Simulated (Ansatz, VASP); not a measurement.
**MgO2: VASP beside Ansatz**

```
Mg O
1.0
     4.84083    0.00000    0.00000
     0.00000    4.84083    0.00000
     0.00000    0.00000    4.84083
Mg O
4 8
Direct
  0.00000 0.50000 0.50000
  0.50000 0.50000 0.00000
  0.50000 0.00000 0.50000
  0.00000 0.00000 0.00000
  0.41163 0.08837 0.91163
  0.08837 0.91163 0.41163
  0.91163 0.41163 0.08837
  0.58837 0.58837 0.58837
  0.41163 0.41163 0.41163
  0.08837 0.58837 0.91163
  0.91163 0.08837 0.58837
  0.58837 0.91163 0.08837
```

Alike in both runs: functional PBEsol; k mesh 6 × 6 × 6; occupations gaussian, width 0.02 eV; no spin polarisation.

Ansatz relaxed the structure, and its values are those at the end. VASP's run is a single point on that final structure, the one shown.

```csv
,VASP,Ansatz
version,VASP 6.6.1,Ansatz 0.2.0
potentials or method,"VASP PAW PBE potentials, release 64 (Mg_sv, O), cutoff 750 eV","scalar-relativistic, plane waves, PAW"
valence electrons in the cell,88,88
```

```tsv
	VASP	Ansatz	Ansatz less VASP
gap on the k mesh at the Fermi level (eV)	3.95	3.97	+0.024
least direct gap on the mesh (eV)	4.07	4.10	+0.023
pressure (GPa)	0.0	0.0	-0.03
rms of the force components (eV/Å)	0.066	0.000	-0.0660
```

VASP's potentials were made for PBE, not for PBEsol. With one functional, cell and mesh, what is left measures potentials, basis and numerics.
